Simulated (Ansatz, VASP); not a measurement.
## Ge in VASP and in Ansatz

File INCAR:

```
PREC = Accurate
ENCUT = 520
EDIFF = 1E-6
ISMEAR = 0
SIGMA = 0.15
LREAL = F
LASPH = T
NELM = 100
ALGO = Normal
ISIF = 2
LWAVE = F
LCHARG = F
GGA = PS
NBANDS = 13
```

The input KPOINTS:

```
Automatic mesh
0
Gamma
  20 20 18
```

File POSCAR:

```
Ge
1.0
    1.3971490000     -2.6005160000      0.0000000000
    1.3971490000      2.6005160000      0.0000000000
    0.0000000000      0.0000000000      2.6982310000
Ge
1
Direct
    0.5000000000      0.5000000000      0.0000000000
```

Input for Ansatz:

```yaml
crystal:
  lattice:
    - [1.397149, -2.600516, 0.0]
    - [1.397149, 2.600516, 0.0]
    - [0.0, 0.0, 2.698231]
  atoms:
    - { symbol: Ge, position: [0.5, 0.5, 0.0] }
basis:
  ecutwfc: 420
kpoints:
  mp_grid: { grid: [20, 20, 18] }
hamiltonian:
  xc: pbesol
scf:
  occupations: { method: gaussian, width: 0.15 }
output:
  forces: true
  stress: true
  eigenvalues: true
```

Alike in both runs: task single point; functional PBEsol; k mesh 20 × 20 × 18; occupations gaussian, width 0.15 eV; no spin polarisation.

|  | VASP | Ansatz |
| --- | --- | --- |
| version | VASP 6.6.1 | Ansatz 0.2.0 |
| potentials or method | VASP PAW PBE potentials, release 64 (Ge_d), cutoff 520 eV | scalar-relativistic, plane waves, PAW |
| valence electrons in the cell | 14 | 14 |

|  | VASP | Ansatz | Ansatz less VASP |
| --- | --- | --- | --- |
| gap on the k mesh at the Fermi level (eV) | none | none | - |
| pressure (GPa) | -4.2 | -4.1 | +0.11 |
| traceless stress, the component that is largest in VASP (GPa) | 0.79 | 0.78 | -0.008 |

VASP's potentials were made for PBE, not for PBEsol. A gap of «none» marks a metal or a gap that the smearing closes.
